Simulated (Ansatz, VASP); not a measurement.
**One calculation of ZnS, two programs**

File INCAR:

```
PREC     = Accurate       # precision mode
ENCUT    = 500            # plane-wave cutoff, eV
EDIFF    = 1E-6           # SCF threshold, eV
ISMEAR   = -1             # smearing method
SIGMA    = 0.05           # smearing width, eV
LREAL    = F              # projectors in reciprocal space
LASPH    = T              # aspherical terms in the spheres
NELM     = 120            # most SCF steps
ALGO     = Normal         # electronic algorithm
ISIF     = 2              # what is computed and relaxed
LWAVE    = F              # write WAVECAR
LCHARG   = F              # write CHGCAR
GGA      = PS             # functional
NBANDS   = 16             # bands
GGA_COMPAT= F
```

KPOINTS

```
regular mesh
0
Gamma
  16 16 16
```

File POSCAR:

```
ZnS
1.0
    0.0000000000      2.0556995568      2.0556995568
    2.0556995568      0.0000000000      2.0556995568
    2.0556995568      2.0556995568      0.0000000000
Zn S
1 1
Direct
    0.0000000000      0.0000000000      0.0000000000
    0.5000000000      0.5000000000      0.5000000000
```

Input for Ansatz:

```yaml
crystal:
  lattice:
    - [0.0, 2.0556995568, 2.0556995568]
    - [2.0556995568, 0.0, 2.0556995568]
    - [2.0556995568, 2.0556995568, 0.0]
  atoms:
    - { symbol: Zn, position: [0.0, 0.0, 0.0] }
    - { symbol: S, position: [0.5, 0.5, 0.5] }
kpoints:
  mp_grid: { grid: [16, 16, 16] }
  band_path:
    path:
      - [0.0, 0.0, 0.0]
      - [0.5, 0.0, 0.5]
      - [0.625, 0.25, 0.625]
      - [0.375, 0.375, 0.75]
      - [0.0, 0.0, 0.0]
      - [0.5, 0.5, 0.5]
      - [0.5, 0.25, 0.75]
      - [0.5, 0.0, 0.5]
    npoints: 8
scf:
  occupations: { method: fermi_dirac, width: 0.05 }
hamiltonian:
  xc: pbesol
  pseudopotentials: { kind: paw }
output:
  forces: true
  stress: true
  eigenvalues: true
  populations: true
  dos: { projected: true, de: 0.2, e_range: [-14, 8] }
```

Change from the starting cell: volume scaled by 0.55, PAW files.

Alike in both runs: task single point; functional PBEsol; k mesh 16 × 16 × 16; occupations fermi-dirac, width 0.05 eV; no spin polarisation.

|  | VASP | Ansatz |
| --- | --- | --- |
| version | VASP 6.6.1 | Ansatz 0.2.0 |
| potentials or method | VASP PAW PBE potentials, release 64 (Zn, S) | PAW with Ansatz's default frozen-core files, scalar-relativistic |
| plane-wave cutoff (eV) | 500 | 420 |
| valence electrons in the cell | 18 | 18 |

```tsv
	VASP	Ansatz	Ansatz less VASP
pressure (GPa)	226.5	223.4	-3.17
```

VASP's potentials were made for PBE, not for PBEsol. Both programs put the cell under a high pressure, so it lies far from rest at this level.

Noted on VASP's run: the cell as given lies far from equilibrium.
